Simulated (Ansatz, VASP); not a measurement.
# KBr in VASP and in Ansatz

```xyz
2
Lattice="0.0000 3.3000 3.3000 3.3000 0.0000 3.3000 3.3000 3.3000 0.0000" Properties=species:S:1:pos:R:3 pbc="T T T"
Br    3.3000    3.3000    3.3000
K     0.0000    0.0000    0.0000
```

Alike in both runs: task relaxation of cell and atoms; functional PBEsol; dispersion D4; k mesh 7 × 7 × 7; occupations fermi-dirac, width 0.05 eV; no spin polarisation.

```csv
,VASP,Ansatz
version,VASP 6.6.1,Ansatz 0.2.0
potentials or method,"VASP PAW PBE potentials, release 64 (Br, K_sv), cutoff 600 eV","all-electron LAPW, scalar-relativistic"
```

|  | VASP | Ansatz | Ansatz less VASP |
| --- | --- | --- | --- |
| relaxed volume (Å³/atom) | 34.48 | 34.23 | -0.245 |
| relaxed cell length with the largest relative difference (Å) | 4.603 | 4.592 | -0.0109 |

VASP's potentials were made for PBE, not for PBEsol. Ansatz ran all-electron here, and VASP with PAW potentials.
